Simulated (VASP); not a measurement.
Input of a VASP 6.6.1 run:

File POSCAR:

```
Rh
1.0
   -0.0909117911      1.8571980184      1.8571980184
    1.8571980184     -0.0909117911      1.8571980184
    1.8571980184      1.8571980184     -0.0909117911
Rh
1
Direct
    0.0000000000      0.0000000000      0.0000000000
```

The input INCAR.step1:

```
  PREC = Accurate
  ENCUT = 520
  ISMEAR = 0
  SIGMA = 0.15
  LREAL = F
  LASPH = T
  NELM = 100
  NBANDS = 14
  GGA = PE
  ALGO = Normal
  EDIFF = 1E-4
  LWAVE = T
  LCHARG = F
```

The input INCAR.step2:

```
  PREC = Accurate
  ENCUT = 520
  EDIFF = 1E-6
  ISMEAR = 0
  SIGMA = 0.15
  LREAL = F
  LASPH = T
  NELM = 100
  ALGO = Normal
  ISIF = 2
  LWAVE = F
  LCHARG = F
  METAGGA = R2SCAN
  LMIXTAU = T
  NBANDS = 14
  ISTART = 1
```

The input KPOINTS:

```
regular mesh
0
Gamma
  24 24 24
```

Potentials or basis: VASP PAW PBE potentials, release 64 (Rh_pv).

The run is started by

```console
$ cat potpaw_PBE.64/Rh_pv/POTCAR > POTCAR
$ cp INCAR.step1 INCAR
$ mpirun -np 1 vasp_std > vasp.out
$ cp INCAR.step2 INCAR
$ mpirun -np 1 vasp_std > vasp.out
```

**Question.** Predict the pressure.

**Answer.** 2.5 GPa.

**Question.** Estimate the band gap on the k mesh.

**Answer.** Zero (an odd number of electrons rules out a gap without spin polarisation).

Stress tensor (GPa, compression positive):
```
2.54 9.41 9.41
9.41 2.54 9.41
9.41 9.41 2.54
```

Caveat: the PAW data sets were made with another functional, which shifts forces and pressure a little.
